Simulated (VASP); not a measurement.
Here is a VASP 6.6.1 calculation.

Contents of INCAR:

```
SYSTEM = MnGe
ALGO = Normal
EDIFF = 1E-6
ENCUT = 520
GGA = CA
ISIF = 2
ISMEAR = 0
ISPIN = 2
KPAR = 4
LASPH = .TRUE.
LCHARG = .FALSE.
LMAXMIX = 4
LORBIT = 11
LREAL = .FALSE.
LWAVE = .FALSE.
MAGMOM = 2.2 2.2 2.2 2.2 0 0 0 0
NBANDS = 68
NELM = 150
PREC = Accurate
SIGMA = 0.05
```

The input KPOINTS:

```
k-points
0
G
  8 8 8
  0 0 0
```

POSCAR

```
MnGe
1.0
    4.5915780657      0.0000000000      0.0000000000
    0.0000000000      4.5915780657      0.0000000000
    0.0000000000      0.0000000000      4.5915780657
Mn Ge
4 4
Direct
    0.1355970204      0.1355970204      0.1355970204
    0.6355970204      0.3644029796      0.8644029796
    0.8644029796      0.6355970204      0.3644029796
    0.3644029796      0.8644029796      0.6355970204
    0.8427979322      0.8427979322      0.8427979322
    0.3427979322      0.6572020678      0.1572020678
    0.1572020678      0.3427979322      0.6572020678
    0.6572020678      0.1572020678      0.3427979322
```

Potentials or basis: VASP PAW LDA potentials, release 64 (Mn_pv, Ge_d).

The run is started by

```console
$ cat potpaw_LDA.64/Mn_pv/POTCAR potpaw_LDA.64/Ge_d/POTCAR > POTCAR
$ mpirun -np 4 vasp_std > vasp.out
```

(1) Estimate the site moments.

(2) What does it give for the net moment?

(3) Estimate the pressure.

(4) What does it give for the largest force?

Results:

(1) Mn +1.00; Ge -0.04 μB.

(2) 3.85 μB per cell.

(3) 0.5 GPa.

(4) 0.027 eV/Å.
